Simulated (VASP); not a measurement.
Input of a VASP 6.6.1 run:

File INCAR:

```
SYSTEM = Re
PREC = Accurate ; ENCUT = 520
EDIFF = 1E-6 ; ISMEAR = -1
SIGMA = 0.05 ; LREAL = .False.
LASPH = .True. ; NELM = 60
ALGO = Normal ; ISIF = 2
LWAVE = .False. ; LCHARG = .False.
NBANDS = 22
```

File KPOINTS:

```
regular mesh
0
Gamma
  11 11 3
  0 0 0
```

File POSCAR:

```
Re
1.0
    2.7478204761      0.0000000000      0.0000000000
   -1.3739102380      2.3796823373      0.0000000000
    0.0000000000      0.0000000000      8.8788511029
Re
4
Direct
    0.6666666667      0.3333333333      0.7500000000
    0.0000000000      0.0000000000      0.5000000000
    0.3333333333      0.6666666667      0.2500000000
    0.0000000000      0.0000000000      0.0000000000
```

Potentials or basis: VASP PAW LDA potentials, release 64 (Re).

Run with:

```bash
$ cat potpaw_LDA.64/Re/POTCAR > POTCAR
$ mpirun -np 1 vasp_std > vasp.out
```

Q: Estimate the band gap on the k mesh.

A: Zero (band 14 reaches 9.29 eV, above the bottom of band 15 at 6.74 eV).

Q: Estimate the pressure.

A: -3.8 GPa.

Stress tensor (GPa, compression positive):
```
-3.70  0.00  0.00
 0.00 -3.70  0.00
 0.00  0.00 -4.05
```

Caveat: spin-orbit coupling is left out, which moves the levels of the heavy elements.
